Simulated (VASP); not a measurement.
Runs of VASP 6.6.1 on CsAs. The structure is that of space group Fm-3m (No. 225), or close to it. The cells are those of the table. 

```csv
task,cell,k mesh,cutoff (eV),gap on the mesh (eV),pressure (GPa),relaxed volume (Å³/atom)
relaxation of cell and atoms,"relaxed from a = 4.565 Å, angles 60.0°, 2 atoms",6 × 6 × 6,600,none,-0.1,(a)
single point,"a = 5.189 Å, angles 60.0°, 2 atoms",14 × 14 × 14,520,none,0.0,-
single point,"a = 4.565 Å, angles 60.0°, 2 atoms",6 × 6 × 6,520,none,7.4,-
relaxation of cell and atoms,"relaxed from a = 5.189 Å, angles 60.0°, 2 atoms",14 × 14 × 14,600,none,0.0,49.73
single point,"a = 5.189 Å, angles 60.0°, 2 atoms",6 × 6 × 6,520,none,0.0,-
```

Alike in all rows: level PBE; potentials or basis VASP PAW PBE potentials, release 64 (Cs_sv, As); no spin polarisation; smearing gaussian 0.1 eV.

Problem. Fill in the values left out.

Solution. (a) 50.06.

Caveats: spin-orbit coupling is left out, which moves the levels of the heavy elements; the volume moved by over 15 % at a fixed basis, so the end points are rough (some runs).

A k mesh can miss the band edges, and the runs leave out spin-orbit coupling on As, Cs.

A gap of «none» marks levels without a gap at the run's occupations.
